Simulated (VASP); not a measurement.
# Lu (Im-3m) in VASP: further runs, part 2 of 2

VASP 6.6.1. The steps go on from the part before.

**4. Single point, PBEsol (volume scaled by 0.96)**

INCAR

```
SYSTEM = Lu
ALGO     = Normal         ! electronic algorithm
EDIFF    = 1E-6           ! SCF threshold, eV
ENCUT    = 520            ! plane-wave cutoff, eV
GGA      = PS             ! functional
ISIF     = 2              ! what is computed and relaxed
ISMEAR   = -1             ! smearing method
LASPH    = .True.         ! aspherical terms in the spheres
LCHARG   = .False.        ! write CHGCAR
LREAL    = .False.        ! projectors in reciprocal space
LWAVE    = .False.        ! write WAVECAR
NBANDS   = 18             ! bands
NELM     = 80             ! most SCF steps
PREC     = Accurate       ! precision mode
SIGMA    = 0.1            ! smearing width, eV
```

KPOINTS

```
k-points
0
Gamma
  13 13 13
  0 0 0
```

POSCAR

```
Lu
1.0
   -1.8863598779      1.8863598779      1.8863598779
    1.8863598779     -1.8863598779      1.8863598779
    1.8863598779      1.8863598779     -1.8863598779
Lu
1
Direct
    0.0000000000      0.0000000000      0.0000000000
```

Potentials or basis: VASP PAW PBE potentials, release 64 (Lu).

Command:

```
> cat potpaw_PBE.64/Lu/POTCAR > POTCAR
> mpirun -np 1 vasp_std > vasp.out
```

OUTCAR:

```text
SYSTEM = Lu
   EDIFF = 1E-6
   ENCUT = 520
   GGA = PS
   ISIF = 2
   ISMEAR = -1
   LASPH = .True.
   LREAL = .False.
   NELM = 80
   PREC = Accurate

 ion  position               nearest neighbor table
   1  0.000  0.000  0.000-

  LATTYP: Found a body centered cubic cell.
 ALAT       =     3.7727197558

  Lattice vectors:

 A1 = (  -1.8863598779,   1.8863598779,   1.8863598779)
 A2 = (   1.8863598779,  -1.8863598779,   1.8863598779)
 A3 = (   1.8863598779,   1.8863598779,  -1.8863598779)

Analysis of symmetry for initial positions (statically):
=====================================================================
 Subroutine PRICEL returns:
 Original cell was already a primitive cell.

 Routine SETGRP: Setting up the symmetry group for a
 body centered cubic supercell.

 Subroutine GETGRP returns: Found 48 space group operations
 (whereof 48 operations were pure point group operations)
 out of a pool of 48 trial point group operations.

[... 153 lines left out ...]
  ext. energy  EPLUGINS =         0.00000000
  ---------------------------------------------------
  free energy    TOTEN  =        -4.82549023 eV

  energy without entropy =       -4.75794061  energy(sigma->0) =       -4.79171542

 E-fermi :   2.5596     XC(G=0): -11.1810

 val. band max:        2.5592704486   @ k =   0.3077   0.3077   0.0000
 cond. band min:       2.5642653273   @ k =   0.3077   0.1538   0.0769
 fundamental gap:      0.0049948787
 Fermi energy:         2.5595503346

 k-point     1 :       0.0000    0.0000    0.0000
  band No.  band energies     occupation
      1     -53.6415      2.00000
      2     -23.9962      2.00000
      3     -23.9962      2.00000
      4     -23.9962      2.00000
      5      -3.8241      2.00000
      6      -2.4448      2.00000
[... 481 lines left out ...]
      5      -2.4219      2.00000
      6      -2.4033      2.00000
[... 10 lines left out ...]
     17       8.2187      0.00000
     18      13.9005      0.00000

 [... further k-points ...]

------------------------ aborting loop because EDIFF is reached ----------------------------------------

  FORCE on cell =-STRESS in cart. coord.  units (eV):
  Direction    XX          YY          ZZ          XY          YZ          ZX
  --------------------------------------------------------------------------------------
  -------------------------------------------------------------------------------------
  Total        0.3583204      0.3583204      0.3583204     -0.0000000     -0.0000000      0.0000000
  in kB       21.3820066     21.3820066     21.3820066     -0.0000000     -0.0000000      0.0000000
  external PRESSURE =      21.3820066 kB  Pullay stress =       0.0000000 kB

 VOLUME and BASIS-vectors are now :
 -----------------------------------------------------------------------------
  energy-cutoff  :      520.00
  volume of cell :       26.85
      direct lattice vectors                 reciprocal lattice vectors
    -1.886359878  1.886359878  1.886359878     0.000000000  0.265060769  0.265060769
     1.886359878 -1.886359878  1.886359878     0.265060769  0.000000000  0.265060769
     1.886359878  1.886359878 -1.886359878     0.265060769  0.265060769  0.000000000

 POSITION                                       TOTAL-FORCE (eV/Angst)
 -----------------------------------------------------------------------------------
      0.00000      0.00000      0.00000        -0.000000     -0.000000     -0.000000
 -----------------------------------------------------------------------------------
    total drift:                                0.000000      0.000000      0.000000

  FREE ENERGIE OF THE ION-ELECTRON SYSTEM (eV)
  ---------------------------------------------------
  free  energy   TOTEN  =        -4.8254902315 eV

  energy  without entropy=       -4.7579406129  energy(sigma->0) =       -4.79171542
```

Run time: 22 s. Hardware: 1 thread of Intel Xeon 6975P-C, shared host; peak memory 0.17 GiB.

Results:

* Free energy: -4.8255 eV
* Pressure: 2.1 GPa

Caveat: the cell differs from its parent crystal (volume scaled by 0.96); the PAW data sets were made with another functional, which shifts forces and pressure a little; spin-orbit coupling is left out, which moves the levels of the heavy elements.

**5. Single point, PBEsol**

This run uses another cell than the first one, of 27.97 Å³/atom, 1.136 times its volume.

INCAR

```
SYSTEM = Lu
ALGO = Normal
EDIFF = 1E-7
ENCUT = 520
GGA = PS
ISIF = 2
ISMEAR = -1
LASPH = .True.
LCHARG = .True.
LELF = .True.
LREAL = .False.
LVHAR = .True.
LWAVE = .False.
NBANDS = 18
NELM = 100
PREC = Accurate
SIGMA = 0.1
```

KPOINTS is that of step 4.

POSCAR

```
Lu
1.0
   -1.9122036356      1.9122036356      1.9122036356
    1.9122036356     -1.9122036356      1.9122036356
    1.9122036356      1.9122036356     -1.9122036356
Lu
1
Direct
    0.0000000000      0.0000000000      0.0000000000
```

Command:

```
> cat potpaw_PBE.64/Lu/POTCAR > POTCAR
> mpirun -np 1 vasp_std > vasp.out
```

Wall time 45 s (1 thread of Intel Xeon 6975P-C, shared host); peak memory 0.2 GiB.

Results (log left out):

```
Free energy : -4.8338 eV
Pressure    : 0.1 GPa
```

Levels at points of the mesh, in eV from the Fermi level:
```
           k point  band 8  band 9  band 10  band 11  band 12  band 13  band 14  band 15  band 16  band 17
(0.00, 0.00, 0.00)   -5.06   -4.96    -4.96    -4.96    -4.94     2.14     2.14     2.14     4.50     4.50
```

Caveat: the PAW data sets were made with another functional, which shifts forces and pressure a little; spin-orbit coupling is left out, which moves the levels of the heavy elements.

**6. Single point, PBEsol (volume scaled by 1.04)**

INCAR

```
PREC = Accurate
ENCUT = 520
EDIFF = 1E-6
ISMEAR = -1
SIGMA = 0.1
LREAL = F
LASPH = T
NELM = 100
ALGO = Normal
ISIF = 2
LWAVE = F
LCHARG = F
GGA = PS
NBANDS = 18
```

KPOINTS

```
Automatic mesh
0
Gamma
  13 13 13
```

POSCAR

```
Lu
1.0
   -1.9373670954      1.9373670954      1.9373670954
    1.9373670954     -1.9373670954      1.9373670954
    1.9373670954      1.9373670954     -1.9373670954
Lu
1
Direct
    0.0000000000      0.0000000000      0.0000000000
```

Potentials or basis: VASP PAW PBE potentials, release 64 (Lu).

Command:

```
> cat potpaw_PBE.64/Lu/POTCAR > POTCAR
> mpirun -np 1 vasp_std > vasp.out
```

It took 41 s on 1 thread of Intel Xeon 6975P-C, shared host; peak memory 0.2 GiB.

It converged, with:

- Free energy: -4.8292 eV
- Pressure: -1.6 GPa

Levels at points of the mesh, in eV from the Fermi level:
| k point | band 8 | band 9 | band 10 | band 11 | band 12 | band 13 | band 14 | band 15 | band 16 | band 17 |
| --- | --- | --- | --- | --- | --- | --- | --- | --- | --- | --- |
| (0.00, 0.00, 0.00) | -5.12 | -5.03 | -5.03 | -5.03 | -5.01 | 2.10 | 2.10 | 2.10 | 4.37 | 4.37 |

Caveat: the cell differs from its parent crystal (volume scaled by 1.04); the PAW data sets were made with another functional, which shifts forces and pressure a little; spin-orbit coupling is left out, which moves the levels of the heavy elements.

**7. Overview**

```tsv
cell	gap on the mesh (eV)	pressure (GPa)
a = 3.174 Å, angles 109.5°, 1 atom	none	7.3
a = 3.221 Å, angles 109.5°, 1 atom	none	4.5
a = 3.267 Å, angles 109.5°, 1 atom	none	2.1
a = 3.312 Å, angles 109.5°, 1 atom	none	0.1
a = 3.356 Å, angles 109.5°, 1 atom	none	-1.6
```

Alike in all rows: task single point; level PBEsol; potentials or basis VASP PAW PBE potentials, release 64 (Lu); no spin polarisation; k mesh 13 × 13 × 13; cutoff (eV) 520; smearing fermi-dirac 0.1 eV.

Caveats: the PAW data sets were made with another functional, which shifts forces and pressure a little; spin-orbit coupling is left out, which moves the levels of the heavy elements.

Absolute energies hang on the potentials; compare differences alone.
